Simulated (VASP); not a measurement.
A run of VASP 6.6.1 is set up as follows.

File INCAR:

```
SYSTEM = BaS
PREC     = Accurate       ! precision mode
ENCUT    = 520            ! plane-wave cutoff, eV
EDIFF    = 1E-6           ! SCF threshold, eV
ISMEAR   = -1             ! smearing method
SIGMA    = 0.02           ! smearing width, eV
LREAL    = .False.        ! projectors in reciprocal space
LASPH    = .True.         ! aspherical terms in the spheres
NELM     = 80             ! most SCF steps
ALGO     = Normal         ! electronic algorithm
ISIF     = 2              ! what is computed and relaxed
LWAVE    = .False.        ! write WAVECAR
LCHARG   = .False.        ! write CHGCAR
GGA      = PS             ! functional
NBANDS   = 24             ! bands
```

KPOINTS

```
Automatic mesh
0
Gamma
  6 6 4
  0 0 0
```

File POSCAR:

```
BaS
1.0
    5.3100744338      0.0000000000      0.0000000000
   -2.6550372169      4.5986593557      0.0000000000
    0.0000000000      0.0000000000      6.2903005204
Ba S
2 2
Direct
    0.3333333333      0.6666666667      0.2500000000
    0.6666666667      0.3333333333      0.7500000000
    0.6666666667      0.3333333333      0.2500000000
    0.3333333333      0.6666666667      0.7500000000
```

Potentials or basis: VASP PAW PBE potentials, release 64 (Ba_sv, S).

Launch:

```bash
$ cat potpaw_PBE.64/Ba_sv/POTCAR potpaw_PBE.64/S/POTCAR > POTCAR
$ mpirun -np 1 vasp_std > vasp.out
```

Q: What does it give for the pressure?

A: 0.5 GPa.

Q: Estimate the band gap on the k mesh.

A: 2.30 eV, indirect (least direct gap 2.44 eV).

Stress tensor (GPa, compression positive):
```
0.47 0.00 0.00
0.00 0.47 0.00
0.00 0.00 0.62
```

Caveat: the PAW data sets were made with another functional, which shifts forces and pressure a little; spin-orbit coupling is left out, which moves the levels of the heavy elements. A k mesh can miss the band edges.
